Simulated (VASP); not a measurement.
Wanted: the native input for a VASP 6.6.1 run.

```
Task                               : single point
Functional                         : PBE-based screened hybrid
Potentials or basis                : VASP PAW PBE potentials, release 64 (Li_sv, F)
Cutoff                             : 520 eV
k mesh                             : 6 × 6 × 2
Occupations                        : gaussian, width 0.01 eV
Spin                               : no spin polarisation
Dipole correction                  : no
Grid for exact exchange (PRECFOCK) : Normal
Share of exact exchange            : 0.5
Further INCAR settings             : ALGO = Normal; EDIFF = 1e-07; NBANDS = 18
Screening parameter                : 0.5 1/Å
```

LiF:

```
CELL_PARAMETERS angstrom
3.08101 0.00000 0.00000
-1.54051 2.66824 0.00000
0.00000 0.00000 4.78534
ATOMIC_POSITIONS crystal
Li 0.33333 0.66667 0.99257
Li 0.66667 0.33333 0.49257
F 0.33333 0.66667 0.38243
F 0.66667 0.33333 0.88243
```

The input as run:

POSCAR

```
LiF
1.0
    3.0810126371      0.0000000000      0.0000000000
   -1.5405063186      2.6682352131      0.0000000000
    0.0000000000      0.0000000000      4.7853429675
Li F
2 2
Direct
    0.3333333333      0.6666666667     -0.0074305300
    0.6666666667      0.3333333333      0.4925694700
    0.3333333333      0.6666666667      0.3824305300
    0.6666666667      0.3333333333      0.8824305300
```

INCAR.step1

```
SYSTEM = LiF
  PREC = Accurate
  ENCUT = 520
  EDIFF = 1E-5
  ISMEAR = 0
  SIGMA = 0.01
  LREAL = .False.
  LASPH = .True.
  NELM = 100
  ALGO = Normal
  ISIF = 2
  LWAVE = .True.
  LCHARG = .False.
  NBANDS = 18
  GGA = PE
```

INCAR.step2

```
SYSTEM = LiF
  PREC = Accurate
  ENCUT = 520
  EDIFF = 1E-7
  ISMEAR = 0
  SIGMA = 0.01
  LREAL = .False.
  LASPH = .True.
  NELM = 100
  ALGO = Normal
  ISIF = 2
  LWAVE = .False.
  LCHARG = .False.
  GGA = PE
  LHFCALC = .True.
  AEXX = 0.5
  HFSCREEN = 0.5
  PRECFOCK = Normal
  NBANDS = 18
  ISTART = 1
```

KPOINTS

```
Automatic mesh
0
Gamma
  6 6 2
  0 0 0
```

Potentials or basis: VASP PAW PBE potentials, release 64 (Li_sv, F).

Run with:

```sh
$ cat potpaw_PBE.64/Li_sv/POTCAR potpaw_PBE.64/F/POTCAR > POTCAR
$ cp INCAR.step1 INCAR
$ mpirun -np 1 vasp_std > vasp.out
$ cp INCAR.step2 INCAR
$ mpirun -np 1 vasp_std > vasp.out
```

It gave:

```yaml
Largest_force: 0.010 eV/Å
Band_gap_on_the_k_mesh: 10.67 eV, direct
```

Caveat: the k points lie up to 0.66 Å⁻¹ apart; the PAW data sets were made with another functional, which shifts forces and pressure a little.

Wall time 23 min on 1 thread of Oxide Virtual Turin-like Processor, with other jobs on the host, peak memory 0.22 GiB.
